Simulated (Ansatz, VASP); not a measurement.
## Mo in VASP and in Ansatz

Contents of INCAR:

```
SYSTEM = Mo
PREC = Accurate ; ENCUT = 500
EDIFF = 1E-6 ; ISMEAR = 0
SIGMA = 0.1 ; LREAL = .False.
LASPH = .True. ; NELM = 120
ALGO = Normal ; ISIF = 2
LWAVE = .False. ; LCHARG = .False.
GGA = PE ; IVDW = 12
NBANDS = 13 ; GGA_COMPAT = .False.
```

The input KPOINTS:

```
regular mesh
0
Gamma
  8 8 8
  0 0 0
```

File POSCAR:

```
Mo
1.0
   -1.5650000000      1.5650000000      1.5650000000
    1.5650000000     -1.5650000000      1.5650000000
    1.5650000000      1.5650000000     -1.5650000000
Mo
1
Direct
    0.0000000000      0.0000000000      0.0000000000
```

Input for Ansatz:

```yaml
crystal:
  lattice:
    - [-1.565, 1.565, 1.565]
    - [1.565, -1.565, 1.565]
    - [1.565, 1.565, -1.565]
  atoms:
    - { symbol: Mo, position: [0.0, 0.0, 0.0] }
basis:
  ecutwfc: 420
kpoints:
  mp_grid: { grid: [8, 8, 8] }
hamiltonian:
  xc: pbe
  dispersion: d3bj
  pseudopotentials: { kind: paw, azcp: { folder: soft_1 } }
scf:
  occupations: { method: gaussian, width: 0.1 }
output:
  forces: true
  stress: true
  eigenvalues: true
```

Alike in both runs: task single point; functional PBE; dispersion D3(BJ); k mesh 8 × 8 × 8; occupations gaussian, width 0.1 eV; no spin polarisation.

|  | VASP | Ansatz |
| --- | --- | --- |
| version | VASP 6.6.1 | Ansatz 0.2.0 |
| potentials or method | VASP PAW PBE potentials, release 64 (Mo_sv), cutoff 500 eV | scalar-relativistic, plane waves, PAW |
| valence electrons in the cell | 14 | 14 |

Ansatz gave:

```
gap on the k mesh at the Fermi level (eV) : none
pressure (GPa)                            : 0.7
```

Q: Estimate VASP's values.

A: gap on the k mesh at the Fermi level (eV): none; pressure (GPa): 1.3.

A gap of «none» marks a metal or a gap that the smearing closes.
